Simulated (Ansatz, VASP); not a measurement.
# One calculation of SnSe2, two programs

Contents of INCAR:

```
SYSTEM = SnSe2
  PREC = Accurate
  ENCUT = 500
  EDIFF = 1E-6
  ISMEAR = 0
  SIGMA = 0.01
  LREAL = .False.
  LASPH = .True.
  NELM = 120
  ALGO = Normal
  ISIF = 2
  LWAVE = .False.
  LCHARG = .False.
  GGA = PS
  NBANDS = 20
  GGA_COMPAT = .False.
```

File KPOINTS:

```
regular mesh
0
Gamma
  6 6 4
  0 0 0
```

Contents of POSCAR:

```
SnSe2
1.0
    3.6794800447      0.0000000000      0.0000000000
   -1.8397400224      3.1865233712      0.0000000000
    0.0000000000      0.0000000000      5.9242428639
Sn Se
1 2
Direct
    0.0000000000      0.0000000000      0.0000000000
    0.3333333333      0.6666666667      0.2490000000
    0.6666666667      0.3333333333      0.7510000000
```

Input for Ansatz:

```yaml
crystal:
  lattice:
    - [3.679480044732055, 0.0, 0.0]
    - [-1.8397400223660274, 3.186523371208266, 0.0]
    - [0.0, 0.0, 5.924242863940144]
  atoms:
    - { symbol: Sn, position: [0.0, 0.0, 0.0] }
    - { symbol: Se, position: [0.3333333333333333, 0.6666666666666666, 0.249] }
    - { symbol: Se, position: [0.6666666666666666, 0.3333333333333333, 0.751] }
basis:
  ecutwfc: 450.0
kpoints:
  mp_grid:
    grid: [6, 6, 4]
hamiltonian:
  xc: pbesol
scf:
  occupations:
    method: fixed
output:
  stress: true
```

Alike in both runs: task single point; functional PBEsol; k mesh 6 × 6 × 4; no spin polarisation.

```csv
,VASP,Ansatz
version,VASP 6.6.1,Ansatz 0.2.0
potentials or method,"VASP PAW PBE potentials, release 64 (Sn_d, Se), cutoff 500 eV","plane waves, PAW"
occupations,"gaussian, width 0.01 eV",fixed
valence electrons in the cell,26,46
```

|  | VASP | Ansatz | Ansatz less VASP |
| --- | --- | --- | --- |
| pressure (GPa) | 13.0 | 12.8 | -0.22 |
| traceless stress, the component that is largest in VASP (GPa) | 0.84 | 0.84 | 0.000 |

VASP's potentials were made for PBE, not for PBEsol. VASP's potentials hold 26 valence electrons a cell and Ansatz's 46, so a difference there can come from the potentials and not from the codes.
